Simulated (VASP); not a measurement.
# H12SO8 in VASP: single point with PBE+D3(BJ)

Aim: the single point of H12SO8 with PBE+D3(BJ).

All numbers are computed with VASP 6.6.1; they aren't measurements. Logs are shortened: lines on timing, memory, paths and dates and some standing lists are left out, and cuts for length are marked.

### Step 1. The cell of the first run

The cell holds a disordered packing, 21 atoms: a = 6.537 Å, b = 6.537 Å, c = 6.537 Å, α = 90.00°, β = 90.00°, γ = 90.00°.

### Step 2. Single point, PBE+D3(BJ)

File INCAR:

```
SYSTEM = H12SO8
  ALGO = Normal
  EDIFF = 1E-6
  ENCUT = 1000
  GGA = PE
  GGA_COMPAT = .False.
  ISIF = 2
  ISMEAR = -1
  IVDW = 12
  LASPH = .True.
  LCHARG = .False.
  LREAL = Auto
  LWAVE = .False.
  NBANDS = 49
  NELM = 120
  PREC = Accurate
  SIGMA = 0.02
```

File KPOINTS:

```
k-points
0
Gamma
  1 1 1
  0 0 0
```

File POSCAR:

```
H12SO8
1.0
    6.5374560000      0.0000000000      0.0000000000
    0.0000000000      6.5374560000      0.0000000000
    0.0000000000      0.0000000000      6.5374560000
O H S
8 12 1
Direct
    0.9141017546      0.4264196960      0.3081626859
    0.6871021388      0.7199283636      1.0836325323
    0.6084018003     -0.1030217259      0.5405619556
    0.8415658935      0.1113735985      0.9655590799
    0.3101971164      0.6014572029      0.3840484739
    0.6805552496      0.3850121515      0.6463370461
    0.1698673001      0.4222131667      0.8755699465
    0.2257300087      0.1428384375      0.6248608021
    1.0567260414      0.4703817509      0.3328511886
    0.9138570110      0.3014628320      0.2207280630
    0.7963189351      0.6243254257      1.1278546272
    0.5702065146      0.6738859887      1.1660499130
    0.7272094833     -0.0815301854      0.4511999775
    0.5631548419      0.0286043990      0.5883634245
    0.7590873269      0.1819668079      0.8632256951
    0.7887012930     -0.0271818273      0.9892380155
    0.3258912947      0.4920568490      0.4789018848
    0.3532719761      0.7304676314      0.4521330622
    0.6671402454      0.5126153048      0.7234924411
    0.7735883806      0.4076662237      0.5251890032
    0.2276267710      0.2111065834      0.8369004702
```

Potentials or basis: VASP PAW PBE potentials, release 64 (O_h, H_h, S).

Launch:

```console
$ cat potpaw_PBE.64/O_h/POTCAR potpaw_PBE.64/H_h/POTCAR potpaw_PBE.64/S/POTCAR > POTCAR
$ mpirun -np 1 vasp_gam > vasp.out
```

OUTCAR:

```text
SYSTEM = H12SO8
   EDIFF = 1E-6
   ENCUT = 1000
   GGA = PE
   ISIF = 2
   ISMEAR = -1
   IVDW = 12
   LASPH = .True.
   LREAL = Auto
   NELM = 120
   PREC = Accurate
 IVDW          = 12

 ion  position               nearest neighbor table
   1  0.914  0.426  0.308-   9 0.99  10 1.00
   2  0.687  0.720  0.084-  12 0.98  11 0.99
   3  0.608  0.897  0.541-  14 0.96  13 0.98
   4  0.842  0.111  0.966-  15 0.98  16 0.98
   5  0.310  0.601  0.384-  17 0.95  18 0.99
   6  0.681  0.385  0.646-  19 0.98  20 1.01
   7  0.170  0.422  0.876-  21 1.45
   8  0.226  0.143  0.625-  21 1.46
   9  0.057  0.470  0.333-   1 0.99
  10  0.914  0.301  0.221-   1 1.00
  11  0.796  0.624  0.128-   2 0.99
  12  0.570  0.674  0.166-   2 0.98
  13  0.727  0.918  0.451-   3 0.98
  14  0.563  0.029  0.588-   3 0.96
  15  0.759  0.182  0.863-   4 0.98
  16  0.789  0.973  0.989-   4 0.98
  17  0.326  0.492  0.479-   5 0.95
  18  0.353  0.730  0.452-   5 0.99
  19  0.667  0.513  0.723-   6 0.98
  20  0.774  0.408  0.525-   6 1.01
  21  0.228  0.211  0.837-   7 1.45   8 1.46

  LATTYP: Found a simple cubic cell.
 ALAT       =     6.5374560000

  Lattice vectors:

 A1 = (   6.5374560000,   0.0000000000,   0.0000000000)
 A2 = (   0.0000000000,   6.5374560000,   0.0000000000)
 A3 = (   0.0000000000,   0.0000000000,   6.5374560000)

Analysis of symmetry for initial positions (statically):
=====================================================================
 Subroutine PRICEL returns:
 Original cell was already a primitive cell.

 Routine SETGRP: Setting up the symmetry group for a
 simple cubic supercell.

 Subroutine GETGRP returns: Found  1 space group operations
 (whereof  1 operations were pure point group operations)
 out of a pool of 48 trial point group operations.

The static configuration has the point symmetry C_1 .

Analysis of symmetry for dynamics (positions and initial velocities):
=====================================================================
 Subroutine PRICEL returns:
 Original cell was already a primitive cell.

 Routine SETGRP: Setting up the symmetry group for a
 simple cubic supercell.

 Subroutine GETGRP returns: Found  1 space group operations
 (whereof  1 operations were pure point group operations)
 out of a pool of 48 trial point group operations.

The dynamic configuration has the point symmetry C_1 .

 Subroutine INISYM returns: Found  1 space group operations
 (whereof  1 operations are pure point group operations),
 and found     1 'primitive' translations

----------------------------------------------------------------------------------------

                                     Primitive cell

  volume of cell :     279.4000

  direct lattice vectors                    reciprocal lattice vectors
     6.537456000  0.000000000  0.000000000     0.152964701  0.000000000  0.000000000
     0.000000000  6.537456000  0.000000000     0.000000000  0.152964701  0.000000000
     0.000000000  0.000000000  6.537456000     0.000000000  0.000000000  0.152964701

  length of vectors
     6.537456000  6.537456000  6.537456000     0.152964701  0.152964701  0.152964701

  position of ions in fractional coordinates (direct lattice)
     0.914101755  0.426419696  0.308162686
     0.687102139  0.719928364  0.083632532
     0.608401800  0.896978274  0.540561956
     0.841565893  0.111373599  0.965559080
     0.310197116  0.601457203  0.384048474
     0.680555250  0.385012151  0.646337046
[... 13 lines left out ...]
     0.773588381  0.407666224  0.525189003
     0.227626771  0.211106583  0.836900470

  ion indices of the primitive-cell ions
   primitive index   ion index
                 1           1
                 2           2
                 3           3
                 4           4
                 5           5
                 6           6
[... 13 lines left out ...]
                20          20
                21          21

----------------------------------------------------------------------------------------

 KPOINTS: k-points

Automatic generation of k-mesh.
 Grid dimensions read from file:
 generate k-points for:    1    1    1

 Generating k-lattice:

  Cartesian coordinates                     Fractional coordinates (reciprocal lattice)
     0.152964701  0.000000000  0.000000000     1.000000000  0.000000000  0.000000000
     0.000000000  0.152964701  0.000000000     0.000000000  1.000000000  0.000000000
     0.000000000  0.000000000  0.152964701     0.000000000  0.000000000  1.000000000

  Length of vectors
     0.152964701  0.152964701  0.152964701

  Shift w.r.t. Gamma in fractional coordinates (k-lattice)
     0.000000000  0.000000000  0.000000000

 Subroutine IBZKPT returns following result:
 ===========================================

 Found      1 irreducible k-points:

 Following reciprocal coordinates:
            Coordinates               Weight
  0.000000  0.000000  0.000000      1.000000
   k-points           NKPTS =      1   k-points in BZ     NKDIM =      1   number of bands    NBANDS=     49
   number of dos      NEDOS =    301   number of ions     NIONS =     21
   total plane-waves  NPLWV = 343000
   dimension x,y,z NGX =    70 NGY =   70 NGZ =   70
   dimension x,y,z NGXF=   140 NGYF=  140 NGZF=  140
   ions per type =               8  12   1
   NGX,Y,Z   is equivalent  to a cutoff of  17.80, 17.80, 17.80 a.u.
   NGXF,Y,Z  is equivalent  to a cutoff of  35.60, 35.60, 35.60 a.u.
 SYSTEM =  H12SO8
   PREC   = accura    normal or accurate (medium, high low for compatibility)
   ISTART =      0    job   : 0-new  1-cont  2-samecut
   ICHARG =      2    charge: 1-file 2-atom 10-const
   ISPIN  =      1    spin polarized calculation?
   LNONCOLLINEAR =      F non collinear calculations
   LSORBIT =      F    spin-orbit coupling
   LASPH  =      T    aspherical Exc in radial PAW
   ENCUT  = 1000.0 eV  73.50 Ry    8.57 a.u.  16.86 16.86 16.86*2*pi/ulx,y,z
   NELM   =    120;   NELMIN=  2; NELMDL= -5     # of ELM steps
   EDIFF  = 0.1E-05   stopping-criterion for ELM
   LREAL  =      T    real-space projection
   EDIFFG = 0.1E-04   stopping-criterion for IOM
   NSW    =      0    number of steps for IOM
   IBRION =     -1    ionic relax: 0-MD 1-quasi-New 2-CG
   NFREE  =      0    steps in history (QN), initial steepest desc. (CG)
   ISIF   =      2    stress and relaxation
   ISYM   =      2    0-nonsym 1-usesym 2-fastsym
   POTIM  = 0.5000    time-step for ionic-motion
   TEBEG  =    0.0;   TEEND  =   0.0 temperature during run
   PSTRESS=    0.0 pullay stress
   NELECT =      66.0000    total number of electrons
   NUPDOWN=      -1.0000    fix difference up-down
   EMIN   =  10.00;   EMAX   =-10.00  energy-range for DOS
   EFERMI =   0.00;   METHOD = LEGACY
   ISMEAR =    -1;   SIGMA  =   0.02  broadening in eV -4-tet -1-fermi 0-gaus
   EFERMI_NEDOS =   21; number of points for ismear=-14 and -15
   IALGO  =     38    algorithm
   IMIX   =      4    mixing-type and parameters
     AMIX     =   0.40;   BMIX     =  1.00
     AMIX_MAG =   1.60;   BMIX_MAG =  1.00
  volume/ion in A,a.u.               =      13.30        89.78
  Fermi-wavevector in a.u.,A,eV,Ry     =   1.012000  1.912404 13.934337  1.024145
  Thomas-Fermi vector in A             =   2.145084
   LORBIT       =      0    0 simple, 1 ext, 2 COOP (PROOUT), +10 PAW based schemes
   GGA     = PE    functional components
   LHFCALC =     F    Hartree Fock is set to
   AEXX    =    0.0000 exact exchange contribution
   IVDW    =    12    specifies the selected vdW correction
   LEPSILON=     F    determine dielectric tensor
   LRPA    =     F    only Hartree local field effects (RPA)
 non-spin polarized calculation
  energy-cutoff  :     1000.00
  volume of cell :      279.40
 maximum number of plane-waves:     10003
 NGX is ok and might be reduce to    70
   NGX = 33   NGY = 33   NGZ = 33

 number of electron      66.0000001 magnetization

 Free energy of the ion-electron system (eV)
  ---------------------------------------------------
  ext. energy  EPLUGINS =         0.00000000
  ---------------------------------------------------
  free energy    TOTEN  =      -105.32134804 eV

  energy without entropy =     -105.32134804  energy(sigma->0) =     -105.32134804

 E-fermi :  -3.1463     XC(G=0):  -6.3810

 val. band max:       -3.6435554838   @ k =   0.0000   0.0000   0.0000
 cond. band min:      -0.5962388885   @ k =   0.0000   0.0000   0.0000
 fundamental gap:      3.0473165954
 Fermi energy:        -3.1463230546

 k-point     1 :       0.0000    0.0000    0.0000
  band No.  band energies     occupation
      1     -24.9887      2.00000
      2     -22.5483      2.00000
      3     -22.1877      2.00000
      4     -21.9094      2.00000
      5     -21.8463      2.00000
      6     -21.7291      2.00000
[... 37 lines left out ...]
     44       6.7050      0.00000
     45       6.9524      0.00000
 [bands above 45 left out]

------------------------ aborting loop because EDIFF is reached ----------------------------------------

 Edisp (eV)   -0.75283

 E8    (eV) :    -0.1714

  FORCE on cell =-STRESS in cart. coord.  units (eV):
  Direction    XX          YY          ZZ          XY          YZ          ZX
  --------------------------------------------------------------------------------------
  -------------------------------------------------------------------------------------
  Total      -2.79938    -2.97853    -2.05370    -1.08162    -1.25291     0.95460
  in kB     -16.05264   -17.07993   -11.77665    -6.20240    -7.18465     5.47402
  external pressure =      -14.97 kB  Pullay stress =        0.00 kB

 VOLUME and BASIS-vectors are now :
 -----------------------------------------------------------------------------
  energy-cutoff  :     1000.00
  volume of cell :      279.40
      direct lattice vectors                 reciprocal lattice vectors
     6.537456000  0.000000000  0.000000000     0.152964701  0.000000000  0.000000000
     0.000000000  6.537456000  0.000000000     0.000000000  0.152964701  0.000000000
     0.000000000  0.000000000  6.537456000     0.000000000  0.000000000  0.152964701

 POSITION                                       TOTAL-FORCE (eV/Angst)
 -----------------------------------------------------------------------------------
      5.97590      2.78770      2.01460         0.040032     -0.561006     -0.423943
      4.49190      4.70650      0.54674         0.189308     -0.424953      0.113494
      3.97740      5.86396      3.53390         0.299278     -0.577316     -0.345426
      5.50170      0.72810      6.31230         0.551676      0.162194      0.589653
      2.02790      3.93200      2.51070        -0.306171      1.193887     -0.844626
      4.44910      2.51700      4.22540        -0.031807     -0.102116      0.175681
[... 13 lines left out ...]
      5.05730      2.66510      3.43340        -0.339952      0.105318      0.560631
      1.48810      1.38010      5.47120        -0.535010      0.349960     -0.041527
 -----------------------------------------------------------------------------------
    total drift:                                0.010135     -0.004957      0.004580

  FREE ENERGIE OF THE ION-ELECTRON SYSTEM (eV)
  ---------------------------------------------------
  free  energy   TOTEN  =      -106.0741816304 eV

  energy  without entropy=     -106.0741816304  energy(sigma->0) =     -106.07418163
```

It took 97 s on 1 thread of AMD EPYC 7R43 (Zen 3), shared host; peak memory 0.59 GiB.

What came out:

```yaml
Free_energy: -106.0742 eV
Pressure: -1.5 GPa
Largest_force: 1.494 eV/Å
Dispersion_energy_per_atom: -0.036 eV
```

Forces in eV/Å, atoms in the order of the input:
```
O    0.040 -0.561 -0.424
O    0.189 -0.425  0.113
O    0.299 -0.577 -0.345
O    0.552  0.162  0.590
O   -0.306  1.194 -0.845
O   -0.032 -0.102  0.176
O    0.298 -0.409 -0.087
O    0.111  0.081  0.197
H   -0.179  0.012 -0.260
H    0.120  0.676  0.300
H   -0.291  0.195  0.049
H    0.066  0.203 -0.145
H   -0.578  0.085  0.316
H    0.080  0.509 -0.124
H   -0.056  0.122 -0.391
H   -0.295 -0.149 -0.073
H    0.590 -0.511  0.904
H    0.028 -0.805 -0.100
H    0.239 -0.155 -0.371
H   -0.340  0.105  0.561
S   -0.535  0.350 -0.042
```

Levels at points of the mesh, in eV from the Fermi level:
```
           k point  band 31  band 32  band 33  band 34  band 35  band 36
(0.00, 0.00, 0.00)    -0.77    -0.55    -0.50     2.55     4.72     6.92
```

Caveat: the k points lie up to 0.96 Å⁻¹ apart, too coarse for converged energies, forces and pressures; the atoms stand as in a frame of molecular dynamics.
